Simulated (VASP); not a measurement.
Wanted: the native input for a VASP 6.6.1 run.

| Item | Value |
| --- | --- |
| Task | single point |
| Functional | PBE |
| Potentials or basis | VASP PAW PBE potentials, release 64 (Si) |
| Cutoff | 520 eV |
| k mesh | 2 × 2 × 2 |
| Occupations | fermi-dirac, width 0.02 eV |
| Spin | no spin polarisation |
| Dipole correction | no |
| Further INCAR settings | LREAL = Auto; ALGO = Normal; EDIFF = 1e-06; NBANDS = 48 |

The structure of Si (a cell with a defect) lies in POSCAR:

```
Si
1.0
    0.0000000000      5.4300000000      5.4300000000
    5.4300000000      0.0000000000      5.4300000000
    5.4300000000      5.4300000000      0.0000000000
Si
17
Direct
    0.0186165746     -0.0558355433      0.0188491713
    0.1154017495      0.1184046961      0.1155973297
   -0.0260456722      0.0071440147      0.5097047882
    0.1153887661      0.1184106814      0.6510808471
   -0.0020284530      0.4902358195     -0.0018326888
    0.1448569061      0.5655856354      0.1450324125
   -0.0020364641      0.4902355433      0.5141239411
    0.1110452118      0.6353232965      0.6270568140
    0.5094830571      0.0071360958     -0.0258333333
    0.6508378453      0.1184013812      0.1156127993
    0.5094504604      0.0071476980      0.5096895028
    0.6062668508      0.1812300184      0.6064839779
    0.5139426335      0.4902282689     -0.0018441068
    0.6268690608      0.6353200737      0.1112283610
    0.4801552486      0.5596922652      0.4803292818
    0.6268731123      0.6353313076      0.6270686924
    0.3123697974      0.0628469613      0.3126151013
```

The input as run:

INCAR

```
SYSTEM = Si
PREC = Accurate
ENCUT = 520
EDIFF = 1E-6
ISMEAR = -1
SIGMA = 0.02
LREAL = Auto
LASPH = .TRUE.
NELM = 100
ALGO = Normal
ISIF = 2
LWAVE = .FALSE.
LCHARG = .FALSE.
GGA = PE
NBANDS = 48
```

KPOINTS

```
Automatic mesh
0
G
  2 2 2
  0 0 0
```

Potentials or basis: VASP PAW PBE potentials, release 64 (Si).

The run is started by

```bash
$ cat potpaw_PBE.64/Si/POTCAR > POTCAR
$ mpirun -np 1 vasp_std > vasp.out
```

It gave:

The pressure is 4.7 GPa. The largest force is 0.012 eV/Å. The band gap on the k mesh is 0.06 eV.

Caveat: the k points lie up to 0.50 Å⁻¹ apart.

Wall time 4.1 min on 1 thread of Intel(R) Xeon(R) Platinum 8175M CPU @ 2.50GHz (Skylake/Cascade Lake), with other jobs on the host, peak memory 0.47 GiB.
